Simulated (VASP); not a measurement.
Runs of VASP 6.6.1 on ScAl3. The structure is that of space group I4/mmm (No. 139), or close to it. The cells are those of the table. 

```tsv
task	level	cell	k mesh	cutoff (eV)	smearing	gap on the mesh (eV)	pressure (GPa)
single point	PBE	a = 5.140 Å, angles 131.9, 131.9, 70.3°, 4 atoms	14 × 14 × 14	520	gaussian 0.1 eV	none	(a)
relaxation of cell and atoms	PBE	relaxed to 8 GPa from a = 5.185 Å, angles 134.8, 134.8, 65.8°, 4 atoms	14 × 14 × 14	600	fermi-dirac 0.15 eV	none	8.0
single point	PBE	a = 5.247 Å, angles 134.9, 134.9, 65.7°, 4 atoms	14 × 14 × 14	520	gaussian 0.1 eV	none	0.0
single point	r2SCAN	a = 5.274 Å, angles 135.0, 135.0, 65.5°, 4 atoms	14 × 14 × 14	520	gaussian 0.1 eV	none	-2.3
single point	PBE	a = 5.097 Å, angles 134.7, 134.7, 65.9°, 4 atoms	14 × 14 × 14	520	fermi-dirac 0.15 eV	none	8.0
single point	PBE	a = 4.998 Å, angles 134.7, 134.7, 66.1°, 4 atoms	16 × 16 × 16	520	fermi-dirac 0.15 eV	none	15.1
```

Alike in all rows: potentials or basis VASP PAW PBE potentials, release 64 (Sc_sv, Al); no spin polarisation.

Task: Estimate the missing entries.

Result: (a) -2.5.

Caveats: the cell stands under pressure (at least some runs); the stress differs along the axes, from -6 to 4 GPa (at least some runs); the cell is relaxed towards a set pressure, so the run minimises the enthalpy, not the energy (at least some runs); the PAW data sets were made with another functional, which shifts forces and pressure a little (at least some runs).

A gap of «none» marks levels without a gap at the run's occupations.
